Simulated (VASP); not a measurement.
The system is SiS2.

```
CELL_PARAMETERS angstrom
-2.74339 4.81808 2.76165
2.74339 -4.81808 2.76165
2.74339 4.81808 -2.76165
ATOMIC_POSITIONS crystal
Si 0.75000 0.75000 0.00000
Si 0.25000 0.25000 0.00000
S 0.11778 0.21222 0.32999
S 0.88222 0.78778 0.67001
S 0.61778 0.28778 0.90556
S 0.38222 0.71222 0.09444
```

Base run:

```yaml
Program: VASP 6.6.1
Functional: r2SCANh
Potentials_or_basis: VASP PAW PBE potentials, release 64 (Si, S)
Cutoff: 440 eV
k_mesh: 4 × 4 × 4
Occupations: gaussian, width 0.01 eV
Spin: no spin polarisation
```

Its results: band gap on the k mesh 3.85 eV (least direct gap 4.18 eV); pressure -0.2 GPa; largest force 0.242 eV/Å.

The run is repeated on the same cell with these changes: functional from r2SCANh to HSE06; cutoff from 440 eV to 400 eV; share of exact exchange from 0.1 to 0.25. What comes out?

Band gap on the k mesh 3.90 eV (least direct gap 4.23 eV); pressure 0.2 GPa; largest force 0.308 eV/Å.

Caveats: the PAW data sets were made with another functional, which shifts forces and pressure a little.

A k mesh can miss the band edges.
